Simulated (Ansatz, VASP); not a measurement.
# Two plane-wave programs on Pt

The input INCAR:

```
SYSTEM = Pt
PREC = Accurate ; ENCUT = 600
EDIFF = 1E-7 ; ISMEAR = -1
SIGMA = 0.15 ; LREAL = .False.
LASPH = .True. ; NELM = 100
ALGO = Normal ; ISIF = 3
LWAVE = .False. ; LCHARG = .False.
GGA = CA ; IBRION = 2
NSW = 80 ; EDIFFG = -0.001
```

KPOINTS

```
Automatic mesh
0
Gamma
  16 16 16
  0 0 0
```

The input POSCAR:

```
Pt
1.0
    0.0000000000      1.9467426971      1.9467426971
    1.9467426971      0.0000000000      1.9467426971
    1.9467426971      1.9467426971      0.0000000000
Pt
1
Direct
    0.0000000000      0.0000000000      0.0000000000
```

Input for Ansatz:

```yaml
crystal:
  lattice:
    - [0.0, 1.9467426971, 1.9467426971]
    - [1.9467426971, 0.0, 1.9467426971]
    - [1.9467426971, 1.9467426971, 0.0]
  atoms:
    - { symbol: Pt, position: [0.0, 0.0, 0.0] }
basis:
  ecutwfc: 420
kpoints:
  mp_grid: { grid: [16, 16, 16] }
hamiltonian:
  xc: lda
  pseudopotentials: { kind: paw, azcp: { folder: soft_1 } }
scf:
  occupations: { method: fermi_dirac, width: 0.15 }
output:
  forces: true
  stress: true
  eigenvalues: true
relax:
  adjacent_minimum: "off"
  f_tol: 0.001
  max_steps: 60
  cell: { stress_tol: 0.01 }
```

Alike in both runs: task relaxation of cell and atoms; functional LDA; k mesh 16 × 16 × 16; occupations fermi-dirac, width 0.15 eV; no spin polarisation.

|  | VASP | Ansatz |
| --- | --- | --- |
| version | VASP 6.6.1 | Ansatz 0.2.0 |
| potentials or method | VASP PAW LDA potentials, release 64 (Pt), cutoff 600 eV | scalar-relativistic, plane waves, PAW |
| valence electrons in the cell | 10 | 18 |

|  | VASP | Ansatz | Ansatz less VASP |
| --- | --- | --- | --- |
| gap on the k mesh at the Fermi level, each at its own relaxed structure (eV) | none | none | - |
| relaxed volume (Å³/atom) | 14.84 | 14.79 | -0.042 |
| relaxed cell length with the largest relative difference (Å) | 2.758 | 2.756 | -0.0026 |

Ansatz warns that its potentials were made for another functional, while VASP's fit it. LDA's correlation is that of Perdew and Zunger in VASP and of Perdew and Wang (1992) in Ansatz. A gap of «none» marks a metal or a gap that the smearing closes. VASP's potentials hold 10 valence electrons a cell and Ansatz's 18, so a difference there can come from the potentials and not from the codes.

Spin-orbit coupling is off throughout.
